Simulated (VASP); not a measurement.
Crystal: Sb2Mo (fluorite type).

```xyz
3
Lattice="0.0000 3.2325 3.2325 3.2325 0.0000 3.2325 3.2325 3.2325 0.0000" Properties=species:S:1:pos:R:3 pbc="T T T"
Mo    0.0000    0.0000    0.0000
Sb    1.6162    1.6162    1.6162
Sb    4.8487    4.8487    4.8487
```

```yaml
Program: VASP 6.6.1
Task: relaxation of cell and atoms
Functional: PBE
Potentials_or_basis: VASP PAW PBE potentials, release 64 (Mo_sv, Sb)
Cutoff: 600 eV
k_mesh: 10 × 10 × 10
Occupations: fermi-dirac, width 0.05 eV
Spin: no spin polarisation
```

At the start: pressure 6.8 GPa; volume 22.52 Å³/atom.

**Question.** How do energy, volume and symmetry change on relaxing?

**Answer.** Over 4 steps the energy falls by 28.5 meV/atom and the volume is 23.93 Å³/atom (+6.3 %); space group Fm-3m (No. 225, to 0.05 Å).

The path:
```tsv
step	energy change (eV)	largest force (eV/Å)	pressure (GPa)	volume (Å³)
1	0.0000	0.0000	6.84	67.55
2	0.0246	0.0000	-5.85	77.39
3	-0.0856	0.0000	-0.10	71.88
4	-0.0856	0.0000	0.02	71.80
```

Final structure:
```
Mo Sb
1.0
     0.00000    3.29879    3.29879
     3.29879    0.00000    3.29879
     3.29879    3.29879    0.00000
Mo Sb
1 2
Direct
  0.00000 0.00000 0.00000
  0.25000 0.25000 0.25000
  0.75000 0.75000 0.75000
```
